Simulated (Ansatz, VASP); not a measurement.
## One calculation of Ti6H, two programs

File INCAR:

```
ALGO = Normal
DIPOL = 0.5 0.5 0.324
EDIFF = 1E-6
ENCUT = 520
GGA = PE
IDIPOL = 3
ISIF = 2
ISMEAR = 0
LASPH = T
LCHARG = F
LDIPOL = T
LREAL = F
LWAVE = F
NBANDS = 86
NELM = 60
PREC = Accurate
SIGMA = 0.1
```

Contents of KPOINTS:

```
k-points
0
Gamma
  5 6 1
```

POSCAR

```
Ti6H
1.0
    5.6639455763      0.0000000000      0.0000000000
    0.0000000000      4.5793473381      0.0000000000
    0.0000000000      0.0000000000     24.5506933039
Ti H
12 2
Direct
    0.2500000000      0.0000000000      0.1629281891
    0.7500000000      0.0000000000      0.1629281891
    0.0000000000      0.5000000000      0.2167736627
    0.5000000000      0.5000000000      0.2167736627
    0.2500000000      0.0000000000      0.2706191363
    0.7500000000      0.0000000000      0.2706191363
    0.2500000000      0.5000000000      0.3256599435
    0.7500000000      0.5000000000      0.3256599435
    0.0000000000      0.0000000000      0.3779650127
    0.5000000000      0.0000000000      0.3779650127
    0.2500000000      0.5000000000      0.4297513383
    0.7500000000      0.5000000000      0.4297513383
   -0.0662082633      0.0000000000      0.4871835250
    0.0662082633      0.0000000000      0.4871835250
```

Input for Ansatz:

```yaml
crystal:
  lattice:
    - [5.6639455763, 0.0, 0.0]
    - [0.0, 4.5793473381, 0.0]
    - [0.0, 0.0, 24.5506933039]
  atoms:
    - { symbol: Ti, position: [0.25, 0.0, 0.1629281891] }
    - { symbol: Ti, position: [0.75, 0.0, 0.1629281891] }
    - { symbol: Ti, position: [0.0, 0.5, 0.2167736627] }
    - { symbol: Ti, position: [0.5, 0.5, 0.2167736627] }
    - { symbol: Ti, position: [0.25, 0.0, 0.2706191363] }
    - { symbol: Ti, position: [0.75, 0.0, 0.2706191363] }
    - { symbol: Ti, position: [0.25, 0.5, 0.3256599435] }
    - { symbol: Ti, position: [0.75, 0.5, 0.3256599435] }
    - { symbol: Ti, position: [0.0, 0.0, 0.3779650127] }
    - { symbol: Ti, position: [0.5, 0.0, 0.3779650127] }
    - { symbol: Ti, position: [0.25, 0.5, 0.4297513383] }
    - { symbol: Ti, position: [0.75, 0.5, 0.4297513383] }
    - { symbol: H, position: [-0.0662082633, 0.0, 0.487183525] }
    - { symbol: H, position: [0.0662082633, 0.0, 0.487183525] }
basis:
  ecutwfc: 420
kpoints:
  mp_grid: { grid: [5, 6, 1] }
hamiltonian:
  xc: pbe
  pseudopotentials: { kind: paw, azcp: { folder: soft_1 } }
scf:
  occupations: { method: gaussian, width: 0.1 }
output:
  forces: true
  eigenvalues: true
efield:
  axis: 3
  dipole_correction: true
  ramp_width: 0.04
```

Alike in both runs: task single point; functional PBE; k mesh 5 × 6 × 1; occupations gaussian, width 0.1 eV; no spin polarisation.

```csv
,VASP,Ansatz
version,VASP 6.6.1,Ansatz 0.2.0
potentials or method,"VASP PAW PBE potentials, release 64 (Ti_sv, H), cutoff 520 eV","scalar-relativistic, plane waves, PAW"
valence electrons in the cell,146,146
```

|  | VASP | Ansatz | Ansatz less VASP |
| --- | --- | --- | --- |
| gap on the k mesh at the Fermi level (eV) | none | none | - |
| rms of the force components (eV/Å) | 0.276 | 0.280 | +0.0047 |

Atom by atom the forces differ by 0.008 eV/Å (rms over components). A gap of «none» marks a metal or a gap that the smearing closes.
